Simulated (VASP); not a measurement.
# MnO2 (P-3m1) in VASP: notebook, part 2 of 2

VASP 6.6.1.

## Step 3: Single point, PBE, collinear spin, ferromagnetic start

INCAR

```
ALGO     = Normal         # electronic algorithm
EDIFF    = 1E-6           # SCF threshold, eV
ENCUT    = 520            # plane-wave cutoff, eV
GGA      = PE             # functional
ISIF     = 2              # what is computed and relaxed
ISMEAR   = 0              # smearing method
ISPIN    = 2              # spin polarisation
LASPH    = T              # aspherical terms in the spheres
LCHARG   = T              # write CHGCAR
LELF     = T              # ELF
LMAXMIX  = 4              # l up to which the mixer works
LORBIT   = 11             # projections on sites
LREAL    = F              # projectors in reciprocal space
LVHAR    = T            
LWAVE    = F              # write WAVECAR
MAGMOM   = 3 0 0          # initial moments
NBANDS   = 24             # bands
NELM     = 150            # most SCF steps
PREC     = Accurate       # precision mode
SIGMA    = 0.05           # smearing width, eV
```

KPOINTS

```
k-points
0
Gamma
  14 14 8
```

POSCAR

```
MnO2
1.0
    2.8768068094      0.0000000000      0.0000000000
   -1.4384034047      2.4913877787      0.0000000000
    0.0000000000      0.0000000000      5.4464523635
Mn O
1 2
Direct
    0.0000000000      0.0000000000      0.0000000000
    0.3333333333      0.6666666667      0.1753671606
    0.6666666667      0.3333333333      0.8246328394
```

Potentials or basis: VASP PAW PBE potentials, release 64 (Mn_pv, O).

On the command line:

```sh
$ cat potpaw_PBE.64/Mn_pv/POTCAR potpaw_PBE.64/O/POTCAR > POTCAR
$ mpirun -np 1 vasp_std > vasp.out
```

OUTCAR:

```text
EDIFF = 1E-6
   ENCUT = 520
   GGA = PE
   ISIF = 2
   ISMEAR = 0
   ISPIN = 2
   LASPH = T
   LORBIT = 11
   LREAL = F
   NELM = 150
   PREC = Accurate

 ion  position               nearest neighbor table
   1  0.000  0.000  0.000-   2 1.92   3 1.92   2 1.92   3 1.92   3 1.92   2 1.92
   2  0.333  0.667  0.175-   1 1.92   1 1.92   1 1.92
   3  0.667  0.333  0.825-   1 1.92   1 1.92   1 1.92

  LATTYP: Found a hexagonal cell.
 ALAT       =     2.8768068094
 C/A-ratio  =     1.8932284037

  Lattice vectors:

 A1 = (   2.8768068094,   0.0000000000,   0.0000000000)
 A2 = (  -1.4384034047,   2.4913877787,   0.0000000000)
 A3 = (   0.0000000000,   0.0000000000,   5.4464523635)

Analysis of symmetry for initial positions (statically):
=====================================================================
 Subroutine PRICEL returns:
 Original cell was already a primitive cell.

 Routine SETGRP: Setting up the symmetry group for a
 hexagonal supercell.

 Subroutine GETGRP returns: Found 12 space group operations
 (whereof 12 operations were pure point group operations)
 out of a pool of 24 trial point group operations.

The static configuration has the point symmetry D_3d.

Analysis of symmetry for dynamics (positions and initial velocities):
=====================================================================
 Subroutine PRICEL returns:
 Original cell was already a primitive cell.

 Routine SETGRP: Setting up the symmetry group for a
 hexagonal supercell.

 Subroutine GETGRP returns: Found 12 space group operations
 (whereof 12 operations were pure point group operations)
 out of a pool of 24 trial point group operations.

The dynamic configuration has the point symmetry D_3d.

Analysis of structural, dynamic, and magnetic symmetry:
=====================================================================
 Subroutine PRICEL returns:
 Original cell was already a primitive cell.

 Routine SETGRP: Setting up the symmetry group for a
 hexagonal supercell.

[... 147 lines left out ...]
 Free energy of the ion-electron system (eV)
  ---------------------------------------------------
  ext. energy  EPLUGINS =         0.00000000
  ---------------------------------------------------
  free energy    TOTEN  =       -23.84679266 eV

  energy without entropy =      -23.84679266  energy(sigma->0) =      -23.84679266

 E-fermi :   1.6665     XC(G=0):  -9.5288

 val. band max:        1.2921217773   @ k =   0.0714   0.0714   0.5000
 cond. band min:       2.2831549544   @ k =   0.0000   0.0000   0.5000
 fundamental gap:      0.9910331772
 Fermi energy:         1.6664838887

 spin component 1

 k-point     1 :       0.0000    0.0000    0.0000
  band No.  band energies     occupation
      1     -48.8950      1.00000
      2     -48.8950      1.00000
      3     -48.8902      1.00000
      4     -17.9679      1.00000
      5     -15.8573      1.00000
      6      -4.4800      1.00000
[... 637 lines left out ...]
     23      18.1718      0.00000
     24      21.9486      0.00000

 [... further k-points ...]

 spin component 2

 k-point     1 :       0.0000    0.0000    0.0000
  band No.  band energies     occupation
      1     -45.8165      1.00000
      2     -45.8165      1.00000
      3     -45.6441      1.00000
      4     -17.8297      1.00000
      5     -15.7620      1.00000
      6      -3.5603      1.00000
[... 637 lines left out ...]
     23      18.7103      0.00000
     24      22.1533      0.00000

 [... further k-points ...]
[... 5 lines left out ...]
  --------------------------------------------------------------------------------------
  -------------------------------------------------------------------------------------
  Total        0.2257375      0.2257375      0.1031754     -0.0000000      0.0000000      0.0000000
  in kB        9.2650687      9.2650687      4.2346839     -0.0000000      0.0000000      0.0000000
  external PRESSURE =       7.5882738 kB  Pullay stress =       0.0000000 kB

 VOLUME and BASIS-vectors are now :
 -----------------------------------------------------------------------------
  energy-cutoff  :      520.00
  volume of cell :       39.04
      direct lattice vectors                 reciprocal lattice vectors
     2.876806809  0.000000000  0.000000000     0.347607631  0.200691359  0.000000000
    -1.438403405  2.491387779  0.000000000     0.000000000  0.401382719  0.000000000
     0.000000000  0.000000000  5.446452363     0.000000000  0.000000000  0.183605755

 POSITION                                       TOTAL-FORCE (eV/Angst)
 -----------------------------------------------------------------------------------
      0.00000      0.00000      0.00000        -0.000000      0.000000      0.000000
     -0.00000      1.66093      0.95513        -0.000000      0.000000      0.086297
      1.43840      0.83046      4.49132         0.000000      0.000000     -0.086297
 -----------------------------------------------------------------------------------
    total drift:                                0.000000      0.000000     -0.000000

  FREE ENERGIE OF THE ION-ELECTRON SYSTEM (eV)
  ---------------------------------------------------
  free  energy   TOTEN  =       -23.8467926610 eV

  energy  without entropy=      -23.8467926610  energy(sigma->0) =      -23.84679266

 total charge

# of ion       s       p       d       tot
------------------------------------------
    1        0.348   6.450   4.901  11.698
    2        1.582   3.404   0.000   4.986
    3        1.582   3.404   0.000   4.986
--------------------------------------------------
tot          3.511  13.258   4.901  21.670

 magnetization (x)

# of ion       s       p       d       tot
------------------------------------------
    1        0.031   0.039   2.784   2.854
    2        0.004   0.031   0.000   0.035
    3        0.004   0.031   0.000   0.035
--------------------------------------------------
tot          0.038   0.101   2.784   2.923
```

OSZICAR:

```text
N       E                     dE             d eps       ncg     rms          rms(c)
DAV:   1     0.245438692823E+03    0.24544E+03   -0.14035E+04 16200   0.115E+03
DAV:   2    -0.162917993989E+02   -0.26173E+03   -0.24603E+03 17880   0.349E+02
DAV:   3    -0.313628914410E+02   -0.15071E+02   -0.14989E+02 18856   0.907E+01
DAV:   4    -0.315151958951E+02   -0.15230E+00   -0.15229E+00 18248   0.973E+00
DAV:   5    -0.315173118647E+02   -0.21160E-02   -0.21159E-02 19720   0.108E+00    0.297E+01
DAV:   6    -0.307144903634E+02    0.80282E+00   -0.99971E+01 20528   0.756E+01    0.424E+01
DAV:   7    -0.249110839260E+02    0.58034E+01   -0.10356E+02 19096   0.757E+01    0.138E+01
DAV:   8    -0.239234510530E+02    0.98763E+00   -0.33923E+00 17840   0.162E+01    0.493E+00
DAV:   9    -0.238395100373E+02    0.83941E-01   -0.68161E-01 21448   0.724E+00    0.212E+00
DAV:  10    -0.238478134175E+02   -0.83034E-02   -0.72978E-02 17064   0.177E+00    0.110E+00
DAV:  11    -0.238467041547E+02    0.11093E-02   -0.54403E-03 19200   0.507E-01    0.449E-01
DAV:  12    -0.238469154161E+02   -0.21126E-03   -0.46323E-04 16680   0.206E-01    0.183E-01
DAV:  13    -0.238467735278E+02    0.14189E-03   -0.87805E-04 18680   0.314E-01    0.443E-02
DAV:  14    -0.238467888917E+02   -0.15364E-04   -0.77515E-05 17136   0.748E-02    0.184E-02
DAV:  15    -0.238467926187E+02   -0.37270E-05   -0.10931E-05 19080   0.249E-02    0.115E-02
DAV:  16    -0.238467926610E+02   -0.42346E-07   -0.17154E-06 15200   0.140E-02
   1 F= -.23846793E+02 E0= -.23846793E+02  d E =-.277641E-28  mag=     3.0000
```

stdout:

```text
POSCAR found type information on POSCAR MnO
 POSCAR found :  2 types and       3 ions
 scaLAPACK will be used
 LDA part: xc-table for (Slater+PW92), standard interpolation
 POSCAR, INCAR and KPOINTS ok, starting setup
 FFT: planning ... GRIDC
 FFT: planning ... GRID_SOFT
 FFT: planning ... GRID
 WAVECAR not read
 entering main loop
```

Wall time 8 min (1 thread of Oxide Virtual Turin-like, shared host); peak memory 0.31 GiB.

Results:

| Quantity | Value |
| --- | --- |
| Free energy | -23.8468 eV |
| Pressure | 0.8 GPa |
| Largest force | 0.086 eV/Å |
| Band gap on the k mesh | 0.99 eV, indirect (least direct gap 1.05 eV) |
| Net moment | 3.00 μB per cell |
| Site moments | Mn +2.85; O +0.04 μB |
| Valence electrons inside the program's atomic spheres | Mn 11.70; O 4.99 |

Forces in eV/Å, atoms in the order of the input:
```
Mn   0.000  0.000  0.000
O    0.000  0.000  0.086
O    0.000  0.000 -0.086
```

Caveat: a cell with one magnetic atom can't hold antiferromagnetic order, which such compounds often take. A k mesh can miss the band edges.
